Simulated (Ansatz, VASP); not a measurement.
## SiO2 in VASP and in Ansatz

```
CELL_PARAMETERS angstrom
-2.26614 2.26614 4.35523
2.26614 -2.26614 4.35523
2.26614 2.26614 -4.35523
ATOMIC_POSITIONS crystal
Si 0.00000 0.00000 0.00000
Si 0.75000 0.25000 0.50000
O 0.97317 0.62500 0.84817
O 0.37500 0.22317 0.34817
O 0.77683 0.12500 0.15183
O 0.87500 0.02683 0.65183
```

Alike in both runs: task single point; functional r2SCAN; k mesh 8 × 8 × 8; occupations gaussian, width 0.05 eV; no spin polarisation.

|  | VASP | Ansatz |
| --- | --- | --- |
| version | VASP 6.6.1 | Ansatz 0.2.0 |
| potentials or method | VASP PAW PBE potentials, release 64 (Si, O), cutoff 520 eV | scalar-relativistic, plane waves, PAW |
| valence electrons in the cell | 32 | 32 |

|  | VASP | Ansatz | Ansatz less VASP |
| --- | --- | --- | --- |
| gap on the k mesh at the Fermi level (eV) | 5.40 | 5.40 | +0.001 |
| least direct gap on the mesh (eV) | 5.40 | 5.40 | +0.001 |
| pressure (GPa) | -5.0 | -5.1 | -0.15 |
| traceless stress, the component that is largest in VASP (GPa) | -16.58 | -16.71 | -0.127 |
| rms of the force components (eV/Å) | 0.146 | 0.145 | -0.0015 |

VASP's potentials were made for PBE, not for r2SCAN. Atom by atom the forces differ by 0.002 eV/Å (rms over components). The functional is the same, so the differences come from potentials, cutoffs and numerics.
